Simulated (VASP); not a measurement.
BN: single point with r2SCAN

The system is BN.

```
B N
1.0
     0.00000    1.84092    1.78930
     1.84092    0.00000    1.78930
     1.84092    1.84092    0.00000
B N
1 1
Direct
  0.00000 0.00000 0.00000
  0.25000 0.25000 0.25000
```

This cell differs from its parent crystal: epitaxial xy strain +2.0%.

| Quantity | Value |
| --- | --- |
| Program | VASP 6.6.1 |
| Task | single point |
| Functional | r2SCAN |
| Potentials or basis | VASP PAW PBE potentials, release 64 (B, N) |
| Cutoff | 520 eV |
| k mesh | 12 × 12 × 12 |
| Occupations | gaussian, width 0.01 eV |
| Spin | no spin polarisation |

```yaml
Pressure: -10.5 GPa
Band_gap_on_the_k_mesh: 4.45 eV, indirect (least direct gap 9.09 eV)
```

Stress tensor (GPa, compression positive):
```
-16.16   0.00   0.00
  0.00 -16.16   0.00
  0.00   0.00   0.96
```

Levels at points of the mesh, in eV from the valence-band top:
| k point | band 1 | band 2 | band 3 | band 4 | band 5 | band 6 | band 7 | band 8 |
| --- | --- | --- | --- | --- | --- | --- | --- | --- |
| (0.00, 0.00, 0.00) | -21.16 | -0.27 | -0.27 | 0.00 | 9.09 | 9.29 | 9.29 | 10.43 |
| (0.50, 0.00, 0.00) | -16.99 | -11.01 | -2.36 | -1.93 | 10.05 | 10.98 | 11.50 | 15.94 |
| (0.50, 0.50, 0.00) | -15.40 | -9.04 | -5.40 | -5.40 | 4.45 | 9.02 | 18.70 | 18.70 |
| (0.50, 0.00, 0.50) | -15.72 | -9.46 | -5.02 | -5.00 | 4.93 | 9.71 | 18.39 | 18.81 |

It took 50 s on 1 thread of AMD EPYC 9R45 96-Core Processor (Zen 5), on a shared host, peak memory 0.1 GiB.

Caveat: the cell differs from its parent crystal (epitaxial xy strain +2.0%); the PAW data sets were made with another functional, which shifts forces and pressure a little. A k mesh can miss the band edges.
